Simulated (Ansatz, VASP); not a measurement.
**Two plane-wave programs on MnS**

The input INCAR:

```
ALGO = Normal ; EDIFF = 1E-7
ENCUT = 520 ; GGA = PS
ISIF = 2 ; ISMEAR = 1
ISPIN = 2 ; LASPH = True
LCHARG = False ; LDAU = True
LDAUJ = 0 0 ; LDAUL = 2 -1
LDAUPRINT = 1 ; LDAUTYPE = 2
LDAUU = 4 0 ; LMAXMIX = 4
LORBIT = 11 ; LREAL = False
LWAVE = False ; MAGMOM = 4 0
NBANDS = 20 ; NELM = 150
PREC = Accurate ; SIGMA = 0.05
```

KPOINTS

```
k-points
0
Gamma
  6 6 6
```

POSCAR

```
MnS
1.0
    0.0000000000      2.8323042798      2.8323042798
    2.8323042798      0.0000000000      2.8323042798
    2.8323042798      2.8323042798      0.0000000000
Mn S
1 1
Direct
    0.0000000000      0.0000000000      0.0000000000
    0.2500000000      0.2500000000      0.2500000000
```

Input for Ansatz:

```yaml
crystal:
  lattice:
    - [-1.3054142196301913e-17, 2.832304279795762, 2.832304279795762]
    - [2.832304279795762, -8.99858015138546e-18, 2.832304279795762]
    - [2.832304279795762, 2.832304279795762, -4.563595619929805e-18]
  atoms:
    - { symbol: Mn, position: [-1.4599370089617633e-18, 2.0452350607265463e-19, 3.8535026210702782e-19], spin: 4.0 }
    - { symbol: S, position: [0.25, 0.25, 0.25], spin: 0.0 }
basis:
  ecutwfc: 557.833418042754
kpoints:
  mp_grid:
    grid: [6, 6, 6]
hamiltonian:
  xc: pbesol
  pseudopotentials:
    kind: paw
  hubbard:
    - { species: Mn, l: d, u_eff: 4.0 }
magnetization:
  spin_polarized: true
scf:
  occupations:
    method: cold
    width: 0.05
output:
  forces: true
  stress: true
```

Alike in both runs: task single point; functional PBEsol; k mesh 6 × 6 × 6; collinear spin; Hubbard terms Mn d U = 4.0 eV.

|  | VASP | Ansatz |
| --- | --- | --- |
| version | VASP 6.6.1 | Ansatz 0.2.0 |
| potentials or method | VASP PAW PBE potentials, release 64 (Mn_pv, S), cutoff 520 eV | plane waves, PAW |
| occupations | methfessel-paxton of order 1, width 0.05 eV | cold, width 0.05 eV |
| valence electrons in the cell | 19 | 21 |

```csv
,VASP,Ansatz,Ansatz less VASP
pressure (GPa),0.2,0.1,-0.08
net moment per atom (μB),2.50,2.50,0.000
size of the moment on the site where the two differ most (μB),4.58,4.38,-0.204
```

VASP's potentials were made for PBE, not for PBEsol. Site moments also hang on the region over which each program counts them. The programs project onto different local orbitals, so the same U acts differently, and such runs can settle in different states. VASP's potentials hold 19 valence electrons a cell and Ansatz's 21, so a difference there can come from the potentials and not from the codes. Ansatz's warnings: stability check not made.
